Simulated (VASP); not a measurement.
# Sb (I4/mmm) in VASP: settings compared, part 2 of 2

VASP 6.6.1. Earlier steps stand in the parts before.

## Step 4: Single point, LDA, non-collinear spin, zero start, spin-orbit coupling

File INCAR:

```
SYSTEM = Sb
PREC = Accurate ; ENCUT = 520
EDIFF = 1E-6 ; ISMEAR = -1
SIGMA = 0.05 ; LREAL = .FALSE.
LASPH = .TRUE. ; NELM = 150
ALGO = Normal ; ISIF = 2
LWAVE = .FALSE. ; LCHARG = .FALSE.
LNONCOLLINEAR = .TRUE. ; MAGMOM = 0 0 0
LORBIT = 11 ; LSORBIT = .TRUE.
GGA_COMPAT = .FALSE. ; LORBMOM = .TRUE.
NBANDS = 16
```

File KPOINTS:

```
regular mesh
0
G
  9 9 9
  0 0 0
```

File POSCAR:

```
Sb
1.0
   -1.5765401831      1.5765401831      2.7119384313
    1.5765401831     -1.5765401831      2.7119384313
    1.5765401831      1.5765401831     -2.7119384313
Sb
1
Direct
    0.0000000000      0.0000000000      0.0000000000
```

Potentials or basis: VASP PAW LDA potentials, release 64 (Sb).

The run is started by

```sh
cat potpaw_LDA.64/Sb/POTCAR > POTCAR
mpirun -np 1 vasp_ncl > vasp.out
```

OUTCAR:

```text
SYSTEM = Sb
   PREC = Accurate
   ENCUT = 520
   EDIFF = 1E-6
   ISMEAR = -1
   LREAL = .FALSE.
   LASPH = .TRUE.
   NELM = 150
   ISIF = 2
   LNONCOLLINEAR = .TRUE.
   LORBIT = 11
   LSORBIT = .TRUE.

 ion  position               nearest neighbor table
   1  0.000  0.000  0.000-

  LATTYP: Found a body centered tetragonal cell.
 ALAT       =     3.1530803662
 C/A-ratio  =     1.7201835135

  Lattice vectors:

 A1 = (  -1.5765401831,   1.5765401831,   2.7119384313)
 A2 = (   1.5765401831,  -1.5765401831,   2.7119384313)
 A3 = (   1.5765401831,   1.5765401831,  -2.7119384313)

Analysis of symmetry for initial positions (statically):
=====================================================================
 Subroutine PRICEL returns:
 Original cell was already a primitive cell.

 Routine SETGRP: Setting up the symmetry group for a
 body centered tetragonal supercell.

 Subroutine GETGRP returns: Found 16 space group operations
 (whereof 16 operations were pure point group operations)
 out of a pool of 16 trial point group operations.

The static configuration has the point symmetry D_4h.

Analysis of symmetry for dynamics (positions and initial velocities):
=====================================================================
 Subroutine PRICEL returns:
 Original cell was already a primitive cell.

 Routine SETGRP: Setting up the symmetry group for a
 body centered tetragonal supercell.

 Subroutine GETGRP returns: Found 16 space group operations
 (whereof 16 operations were pure point group operations)
 out of a pool of 16 trial point group operations.

The dynamic configuration has the point symmetry D_4h.

Analysis of structural, dynamic, and magnetic symmetry:
=====================================================================
 Subroutine PRICEL returns:
 Original cell was already a primitive cell.

 Routine SETGRP: Setting up the symmetry group for a
 body centered tetragonal supercell.

 Subroutine GETGRP returns: Found 16 space group operations
 (whereof 16 operations were pure point group operations)
 out of a pool of 16 trial point group operations.

The overall configuration has the point symmetry D_4h.

 Subroutine INISYM returns: Found 16 space group operations
 (whereof 16 operations are pure point group operations),
 and found     1 'primitive' translations

----------------------------------------------------------------------------------------

                                     Primitive cell

  volume of cell :      26.9619

  direct lattice vectors                    reciprocal lattice vectors
    -1.576540183  1.576540183  2.711938431     0.000000000  0.317150178  0.184369967
     1.576540183 -1.576540183  2.711938431     0.317150178  0.000000000  0.184369967
     1.576540183  1.576540183 -2.711938431     0.317150178  0.317150178  0.000000000

  length of vectors
     3.510778824  3.510778824  3.510778824     0.366846726  0.366846726  0.448518083

  position of ions in fractional coordinates (direct lattice)
     0.000000000  0.000000000  0.000000000

  ion indices of the primitive-cell ions
   primitive index   ion index
                 1           1
[... 94 lines left out ...]
  Fermi-wavevector in a.u.,A,eV,Ry     =   0.933573  1.764197 11.858269  0.871558
  Thomas-Fermi vector in A             =   2.060288
   LORBIT       =     11    0 simple, 1 ext, 2 COOP (PROOUT), +10 PAW based schemes
   GGA     = CA    functional components
   LHFCALC =     F    Hartree Fock is set to
   AEXX    =    0.0000 exact exchange contribution
   IVDW    =     0    specifies the selected vdW correction
   LEPSILON=     F    determine dielectric tensor
   LRPA    =     F    only Hartree local field effects (RPA)
  energy-cutoff  :      520.00
  volume of cell :       26.96
 maximum number of plane-waves:      1494
 NGX is ok and might be reduce to    28
   NGX = 13   NGY = 13   NGZ = 13

 number of electron       5.0000000 magnetization       0.0000000      0.0000000      0.0000000

 number of electron       5.0000000 magnetization      -0.0000000      0.0000000     -0.0000000

 number of electron       5.0000000 magnetization       0.0000000     -0.0000000      0.0000000

 Free energy of the ion-electron system (eV)
  ---------------------------------------------------
  ext. energy  EPLUGINS =         0.00000000
  ---------------------------------------------------
  free energy    TOTEN  =        -4.63388500 eV

  energy without entropy =       -4.62711787  energy(sigma->0) =       -4.63050144

 E-fermi :   8.3947     XC(G=0): -10.3532

 val. band max:        8.3944456421   @ k =   0.4444   0.2222   0.0000
 cond. band min:       8.4039872166   @ k =  -0.2222  -0.3333   0.1111
 fundamental gap:      0.0095415745
 Fermi energy:         8.3946983256

 k-point     1 :       0.0000    0.0000    0.0000
  band No.  band energies     occupation
      1      -4.5605      1.00000
      2      -4.5605      1.00000
      3      12.5291      0.00000
      4      12.5291      0.00000
      5      13.7531      0.00000
      6      13.7531      0.00000
[... 433 lines left out ...]
      3       4.1515      1.00000
      4       4.1515      1.00000
      5       6.8207      1.00000
      6       6.8207      1.00000
[... 8 lines left out ...]
     15      22.7550      0.00000
     16      22.7550      0.00000

 [... further k-points ...]
[... 5 lines left out ...]
  --------------------------------------------------------------------------------------
  -------------------------------------------------------------------------------------
  Total       -0.3986199     -0.3986199     -0.2117756      0.0000000     -0.0000000      0.0000000
  in kB      -23.6875218    -23.6875218    -12.5845195      0.0000000     -0.0000000      0.0000000
  external PRESSURE =     -19.9865210 kB  Pullay stress =       0.0000000 kB

 VOLUME and BASIS-vectors are now :
 -----------------------------------------------------------------------------
  energy-cutoff  :      520.00
  volume of cell :       26.96
      direct lattice vectors                 reciprocal lattice vectors
    -1.576540183  1.576540183  2.711938431     0.000000000  0.317150178  0.184369967
     1.576540183 -1.576540183  2.711938431     0.317150178  0.000000000  0.184369967
     1.576540183  1.576540183 -2.711938431     0.317150178  0.317150178  0.000000000

 POSITION                                       TOTAL-FORCE (eV/Angst)
 -----------------------------------------------------------------------------------
      0.00000      0.00000      0.00000         0.000000     -0.000000     -0.000000
 -----------------------------------------------------------------------------------
    total drift:                               -0.000000      0.000000      0.000000

  FREE ENERGIE OF THE ION-ELECTRON SYSTEM (eV)
  ---------------------------------------------------
  free  energy   TOTEN  =        -4.6338850015 eV

  energy  without entropy=       -4.6271178697  energy(sigma->0) =       -4.63050144

 orbital moment (x)

 # of ion     p       d       tot
 ----------------------------------------
  1        -0.000  -0.000  -0.000
 ----------------------------------------
           -0.000  -0.000  -0.000

 orbital moment (y)

 # of ion     p       d       tot
 ----------------------------------------
  1         0.000   0.000   0.000
 ----------------------------------------
            0.000   0.000   0.000

 orbital moment (z)

 # of ion     p       d       tot
 ----------------------------------------
  1         0.000   0.000   0.000
 ----------------------------------------
            0.000   0.000   0.000

 Spin-Orbit-Coupling matrix elements

 Ion:    1  E_soc:     -0.1508967
 l=   1
     0.0000000    -0.0260227    -0.0225446
    -0.0260227     0.0000000    -0.0260227
    -0.0225446    -0.0260227     0.0000000
 l=   2
     0.0000000    -0.0000454     0.0000000    -0.0000454    -0.0002240
    -0.0000454     0.0000000    -0.0001668    -0.0000650    -0.0000726
     0.0000000    -0.0001668     0.0000000    -0.0001668     0.0000000
    -0.0000454    -0.0000650    -0.0001668     0.0000000    -0.0000726
    -0.0002240    -0.0000726     0.0000000    -0.0000726     0.0000000
 l=   3
     0.0000000     0.0000000     0.0000000     0.0000000     0.0000000     0.0000000     0.0000000
     0.0000000     0.0000000     0.0000000     0.0000000     0.0000000     0.0000000     0.0000000
     0.0000000     0.0000000     0.0000000     0.0000000     0.0000000     0.0000000     0.0000000
     0.0000000     0.0000000     0.0000000     0.0000000     0.0000000     0.0000000     0.0000000
     0.0000000     0.0000000     0.0000000     0.0000000     0.0000000     0.0000000     0.0000000
     0.0000000     0.0000000     0.0000000     0.0000000     0.0000000     0.0000000     0.0000000
     0.0000000     0.0000000     0.0000000     0.0000000     0.0000000     0.0000000     0.0000000

 total charge

# of ion       s       p       d       tot
------------------------------------------
    1        1.259   1.068   0.043   2.370

 magnetization (x)

# of ion       s       p       d       tot
------------------------------------------
    1        0.000   0.000   0.000   0.000

 magnetization (y)

# of ion       s       p       d       tot
------------------------------------------
    1        0.000   0.000  -0.000  -0.000

 magnetization (z)

# of ion       s       p       d       tot
------------------------------------------
    1        0.000  -0.000   0.000  -0.000
```

OSZICAR:

```text
N       E                     dE             d eps       ncg     rms          rms(c)
DAV:   1     0.125954567205E+02    0.12595E+02   -0.16858E+03  2400   0.481E+02
DAV:   2    -0.392366711696E+01   -0.16519E+02   -0.15755E+02  3296   0.887E+01
DAV:   3    -0.463614972600E+01   -0.71248E+00   -0.70500E+00  3072   0.173E+01
DAV:   4    -0.464107171501E+01   -0.49220E-02   -0.49213E-02  2920   0.181E+00
DAV:   5    -0.464112374044E+01   -0.52025E-04   -0.52024E-04  3056   0.192E-01    0.219E+00
DAV:   6    -0.463639788013E+01    0.47259E-02   -0.15118E-03  2768   0.192E-01    0.128E+00
DAV:   7    -0.463436436135E+01    0.20335E-02   -0.10125E-03  2912   0.158E-01    0.748E-01
DAV:   8    -0.463389364694E+01    0.47071E-03   -0.49232E-04  2824   0.111E-01    0.196E-02
DAV:   9    -0.463388496952E+01    0.86774E-05   -0.21214E-05  2672   0.301E-02    0.414E-03
DAV:  10    -0.463388500145E+01   -0.31938E-07   -0.36032E-07  2504   0.494E-03
   1 F= -.46338850E+01 E0= -.46305014E+01  d E =-.676713E-02  mag=    -0.0000     0.0000    -0.0000
```

Run time: 54 s. Hardware: 1 thread of Intel Xeon Platinum 8375C at 2.90GHz (Ice Lake), shared host; peak memory 0.22 GiB.

Results:

- Free energy: -4.6339 eV
- Pressure: -2.0 GPa
- Net moment: 0.00 μB per cell
- Valence electrons inside the program's atomic spheres: Sb 2.37

Moments on the atoms (μB; x, y, z):
```
Sb  0.00 0.00 0.00
```

## Step 5: Summary

| task | level | potentials or basis | spin | cell | k mesh | cutoff (eV) | pressure (GPa) | moment (μB) |
| --- | --- | --- | --- | --- | --- | --- | --- | --- |
| relaxation of cell and atoms | PBEsol | VASP PAW PBE potentials, release 64 (Sb) | off | relaxed | 12 × 12 × 12 | 600 | 0.0 | - |
| single point | PBE | VASP PAW PBE potentials, release 64 (Sb) | non-collinear, zero start, SOC | as given | 9 × 9 × 9 | 520 | 2.0 | 0.00 |
| single point | LDA | VASP PAW LDA potentials, release 64 (Sb) | non-collinear, zero start, SOC | as given | 9 × 9 × 9 | 520 | -2.0 | 0.00 |

Alike in all rows: smearing fermi-dirac 0.05 eV.

Caveats: the PAW data sets were made with another functional, which shifts forces and pressure a little (some runs); spin-orbit coupling is left out, which moves the levels of the heavy elements (some runs).

Absolute energies hang on the potentials; compare differences alone.
